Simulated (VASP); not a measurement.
PtS2:

```
Pt S
1.0
     3.54906    0.00000    0.00000
    -1.77453    3.07358    0.00000
     0.00000    0.00000    6.26328
Pt S
1 2
Direct
  0.00000 0.00000 0.00000
  0.33333 0.66667 0.19527
  0.66667 0.33333 0.80473
```

This cell differs from its parent crystal: volume scaled by 0.960.

```yaml
Program: VASP 6.6.1
Task: relaxation of shape and atoms at fixed volume
Functional: PBE
Potentials_or_basis: VASP PAW PBE potentials, release 64 (Pt, S)
Cutoff: 600 eV
k_mesh: 8 × 8 × 4
Occupations: gaussian, width 0.05 eV
Spin: non-collinear spin, zero start, spin-orbit coupling
Starting_moments: "[[0.0, 0.0, 0.0], [0.0, 0.0, 0.0], [0.0, 0.0, 0.0]] μB"
```

At the start: pressure 2.1 GPa; volume 22.77 Å³/atom.

**Question.** How do energy, volume and symmetry change on relaxing?

**Answer.** Over 6 steps the energy falls by 2.6 meV/atom; space group P-3m1 (No. 164, to 0.05 Å); moment 0.00 μB per cell.

Step by step:
| step | energy change (eV) | largest force (eV/Å) | pressure (GPa) | volume (Å³) |
| --- | --- | --- | --- | --- |
| 1 | 0.0000 | 0.2506 | 2.09 | 68.32 |
| 2 | -0.0055 | 0.1068 | 1.14 | 68.32 |
| 3 | -0.0073 | 0.0415 | 0.16 | 68.32 |
| 4 | -0.0073 | 0.0301 | 0.23 | 68.32 |
| 5 | -0.0077 | 0.0113 | 0.15 | 68.32 |
| 6 | -0.0077 | 0.0033 | 0.10 | 68.32 |

Final structure:
```
CELL_PARAMETERS angstrom
3.57157 0.00000 0.00000
-1.78578 3.09307 0.00000
0.00000 0.00000 6.18460
ATOMIC_POSITIONS crystal
Pt 0.00000 0.00000 0.00000
S 0.33333 0.66667 0.19887
S 0.66667 0.33333 0.80113
```

Caveat: the cell differs from its parent crystal (volume scaled by 0.960); this functional lacks dispersion, which binds the layers, so the pressure and a relaxed spacing across them are unreliable.
